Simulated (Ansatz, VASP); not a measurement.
Pd in VASP and in Ansatz

```
Pd
1.0
     2.76694    0.00000    0.00000
    -1.38347    2.39624    0.00000
     0.00000    0.00000    4.64555
Pd
2
Direct
  0.00000 0.00000 0.00000
  0.33333 0.66667 0.50000
```

Alike in both runs: functional PBE; k mesh 18 × 18 × 10; occupations gaussian, width 0.1 eV; no spin polarisation.

Ansatz relaxed the structure, and its values are those at the end. VASP's run is a single point on that final structure, the one shown.

```csv
,VASP,Ansatz
version,VASP 6.6.1,Ansatz 0.2.0
potentials or method,"VASP PAW PBE potentials, release 64 (Pd), cutoff 520 eV","scalar-relativistic, plane waves, PAW"
valence electrons in the cell,20,36
```

|  | VASP | Ansatz | Ansatz less VASP |
| --- | --- | --- | --- |
| gap on the k mesh at the Fermi level (eV) | none | none | - |
| pressure (GPa) | -0.3 | 0.0 | +0.29 |

A gap of «none» marks a metal or a gap that the smearing closes. VASP's potentials hold 20 valence electrons a cell and Ansatz's 36, so a difference there can come from the potentials and not from the codes.
